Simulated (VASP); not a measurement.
## HCl: vibrations by perturbation theory with PBEsol

HCl:

```
CELL_PARAMETERS angstrom
-1.49286 1.49286 2.12671
1.49286 -1.49286 2.12671
1.49286 1.49286 -2.12671
ATOMIC_POSITIONS crystal
H 0.68031 0.68031 0.00000
Cl 0.98769 0.98769 0.00000
```

```
Program                : VASP 6.6.1
Task                   : vibrations by perturbation theory
Functional             : PBEsol
Potentials or basis    : VASP PAW PBE potentials, release 64 (H, Cl)
Cutoff                 : 520 eV
k mesh                 : 8 × 8 × 8
Occupations            : gaussian, width 0.01 eV
Spin                   : no spin polarisation
Dipole correction      : no
Further INCAR settings : ALGO = Normal; EDIFF = 1e-08; NBANDS = 11; IBRION = 8; NSW = 1
```

```yaml
Electronic_dielectric_tensor_diagonal: 4.67, 4.67, 4.74
Born_charges_mean_of_the_diagonal: H +0.79; Cl -0.79 e
Highest_phonon_frequency_at_Γ_LO-TO_splitting_left_out: 2560 cm⁻¹
Most_unstable_mode: 194i cm⁻¹
```

Phonon frequencies in cm⁻¹ (negative: imaginary):
```
              q point           frequencies
(0.000, 0.000, 0.000)  -194 -194 0 0 0 2560
```

Electronic dielectric tensor:
```
4.67 0.00 0.00
0.00 4.67 0.00
0.00 0.00 4.74
```

Born effective charge tensors (e):
atom 1, H
```
0.70 0.00 0.00
0.00 0.70 0.00
0.00 0.00 0.96
```
atom 2, Cl
```
-0.70  0.00  0.00
 0.00 -0.70  0.00
 0.00  0.00 -0.96
```

Wall time 72 s on 1 thread of Intel(R) Xeon(R) 6975P-C (Granite Rapids), on a shared host, peak memory 0.21 GiB.

Caveat: the k points lie up to 0.37 Å⁻¹ apart; the cell wasn't relaxed at this level first, which shifts response properties; some modes are imaginary.
